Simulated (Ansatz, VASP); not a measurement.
**Cr: VASP beside Ansatz**

```
CELL_PARAMETERS angstrom
2.88000 0.00000 0.00000
1.44000 2.03647 0.00000
0.00000 0.00000 28.21881
ATOMIC_POSITIONS crystal
Cr 0.00000 0.00000 0.29597
Cr 0.50000 0.00000 0.36108
Cr 0.00000 0.00000 0.43101
Cr 0.50000 0.00000 0.50000
Cr 0.00000 0.00000 0.56899
Cr 0.50000 0.00000 0.63892
Cr 0.00000 0.00000 0.70403
```

Alike in both runs: functional PBEsol; k mesh 16 × 16 × 1; no spin polarisation.

Ansatz relaxed the structure, and its values are those at the end. VASP's run is a single point on that final structure, the one shown.

|  | VASP | Ansatz |
| --- | --- | --- |
| version | VASP 6.6.1 | Ansatz 0.2.0 |
| potentials or method | VASP PAW PBE potentials, release 64 (Cr_pv) | plane-wave PAW, scalar-relativistic |
| plane-wave cutoff (eV) | 400 | 420 |
| occupations | methfessel-paxton of order 1, width 0.1 eV | cold, width 0.1 eV |
| valence electrons in the cell | 84 | 98 |

```csv
,VASP,Ansatz,Ansatz less VASP
rms of the force components (eV/Å),0.005,0.000,-0.0043
```

VASP's potentials were made for PBE, not for PBEsol, and Ansatz warns of the same on its side. VASP's potentials hold 84 valence electrons a cell and Ansatz's 98, so a difference there can come from the potentials and not from the codes.
